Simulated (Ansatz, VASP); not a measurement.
## One calculation of TaN, two programs

INCAR

```
SYSTEM = TaN
PREC = Accurate
ENCUT = 600
EDIFF = 1E-6
ISMEAR = -1
SIGMA = 0.05
LREAL = .False.
LASPH = .True.
NELM = 120
ALGO = Normal
ISIF = 2
LWAVE = .False.
LCHARG = .True.
GGA = CA
LELF = .True.
LVHAR = .True.
NBANDS = 15
GGA_COMPAT = .False.
```

Contents of KPOINTS:

```
regular mesh
0
Gamma
  10 10 10
  0 0 0
```

Contents of POSCAR:

```
TaN
1.0
    0.0000000000      2.1964814589      2.1964814589
    2.1964814589      0.0000000000      2.1964814589
    2.1964814589      2.1964814589      0.0000000000
Ta N
1 1
Direct
    0.5000000000      0.5000000000      0.5000000000
    0.0000000000      0.0000000000      0.0000000000
```

input.yaml

```yaml
crystal:
  lattice:
    - [0.0, 2.1964814589, 2.1964814589]
    - [2.1964814589, 0.0, 2.1964814589]
    - [2.1964814589, 2.1964814589, 0.0]
  atoms:
    - { symbol: Ta, position: [0.5, 0.5, 0.5] }
    - { symbol: "N", position: [0.0, 0.0, 0.0] }
hamiltonian:
  xc: lda
  pseudopotentials: { kind: paw }
kpoints:
  mp_grid: { grid: [10, 10, 10] }
scf:
  occupations: { method: fermi_dirac, width: 0.05 }
output:
  forces: true
  stress: true
  eigenvalues: true
```

Alike in both runs: task single point; functional LDA; k mesh 10 × 10 × 10; occupations fermi-dirac, width 0.05 eV; no spin polarisation.

|  | VASP | Ansatz |
| --- | --- | --- |
| version | VASP 6.6.1 | Ansatz 0.2.0 |
| potentials or method | VASP PAW LDA potentials, release 64 (Ta_pv, N) | Ansatz PAW |
| plane-wave cutoff (eV) | 600 | 420 |
| valence electrons in the cell | 16 | 18 |

```csv
,VASP,Ansatz,Ansatz less VASP
gap on the k mesh at the Fermi level (eV),none,none,-
pressure (GPa),-9.1,-10.9,-1.77
```

LDA's correlation is that of Perdew and Zunger in VASP and of Perdew and Wang (1992) in Ansatz. A gap of «none» marks a metal or a gap that the smearing closes. VASP's potentials hold 16 valence electrons a cell and Ansatz's 18, so a difference there can come from the potentials and not from the codes.

Spin-orbit coupling is off throughout.
